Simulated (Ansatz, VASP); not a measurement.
Given: the input of a run of Ansatz 0.2.0 on ZnO.

The input input.yaml:

```yaml
crystal:
  lattice:
    - [0.0, 2.169442, 2.169442]
    - [2.169442, 0.0, 2.169442]
    - [2.169442, 2.169442, 0.0]
  atoms:
    - { symbol: Zn, position: [0.0, 0.0, 0.0] }
    - { symbol: O, position: [0.5, 0.5, 0.5] }
hamiltonian:
  xc: pbe
  pseudopotentials: { kind: paw }
kpoints:
  mp_grid: { grid: [11, 11, 11] }
scf:
  occupations: { method: fermi_dirac, width: 0.05 }
output:
  forces: true
  stress: true
  eigenvalues: true
```

Potentials or basis: Ansatz PAW.

Command:

```bash
$ ansatz run input.yaml --threads 1 --pin off --max-ram 2560MiB --backend cpu --events-out ev --progress --plain --runs-dir out
```

Translate it to VASP 6.6.1. Potentials there: VASP PAW PBE potentials, release 64 (Zn, O).

As run (the cutoff follows the program's own potentials):

INCAR

```
PREC = Accurate
ENCUT = 520
EDIFF = 1E-6
ISMEAR = -1
SIGMA = 0.05
LREAL = F
LASPH = T
NELM = 100
ALGO = Normal
ISIF = 2
LWAVE = F
LCHARG = F
GGA = PE
NBANDS = 16
```

Contents of KPOINTS:

```
regular mesh
0
Gamma
  11 11 11
```

File POSCAR:

```
ZnO
1.0
    0.0000000000      2.1694420000      2.1694420000
    2.1694420000      0.0000000000      2.1694420000
    2.1694420000      2.1694420000      0.0000000000
Zn O
1 1
Direct
    0.0000000000      0.0000000000      0.0000000000
    0.5000000000      0.5000000000      0.5000000000
```

Potentials or basis: VASP PAW PBE potentials, release 64 (Zn, O).

Launch:

```console
$ cat potpaw_PBE.64/Zn/POTCAR potpaw_PBE.64/O/POTCAR > POTCAR
$ mpirun -np 1 vasp_std > vasp.out
```

Both were run:

|  | VASP | Ansatz | Ansatz less VASP |
| --- | --- | --- | --- |
| gap on the k mesh at the Fermi level (eV) | 0.72 | 0.75 | +0.030 |
| least direct gap on the mesh (eV) | 1.91 | 1.94 | +0.031 |
| pressure (GPa) | -0.1 | -1.0 | -0.90 |

Noted on Ansatz's run: odd divisions of the mesh miss points on the zone boundary, where band edges often lie, so the gap on the mesh can be too wide.
